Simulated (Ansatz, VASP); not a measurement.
# One calculation of RbBr, two programs

```xyz
2
Lattice="0.0000 3.5646 3.7017 3.5646 0.0000 3.7017 3.5646 3.5646 0.0000" Properties=species:S:1:pos:R:3 pbc="T T T"
Rb    0.0000    0.0000    0.0000
Br    3.5646    3.5646    3.7017
```

Change from the starting cell: strain +0.040 along x and y, +0.080 along z, atoms carried along.

Alike in both runs: task single point; functional LDA; k mesh 6 × 6 × 6; occupations gaussian, width 0.05 eV; no spin polarisation.

|  | VASP | Ansatz |
| --- | --- | --- |
| version | VASP 6.6.1 | Ansatz 0.2.0 |
| potentials or method | VASP PAW LDA potentials, release 64 (Rb_sv, Br), cutoff 520 eV | scalar-relativistic, plane waves, PAW |
| valence electrons in the cell | 16 | 16 |

|  | VASP | Ansatz | Ansatz less VASP |
| --- | --- | --- | --- |
| gap on the k mesh at the Fermi level (eV) | 3.62 | 3.61 | -0.010 |
| least direct gap on the mesh (eV) | 3.62 | 3.61 | -0.010 |
| pressure (GPa) | -2.3 | -2.3 | -0.01 |
| traceless stress, the component that is largest in VASP (GPa) | -0.16 | -0.15 | +0.007 |

LDA's correlation is that of Perdew and Zunger in VASP and of Perdew and Wang (1992) in Ansatz.
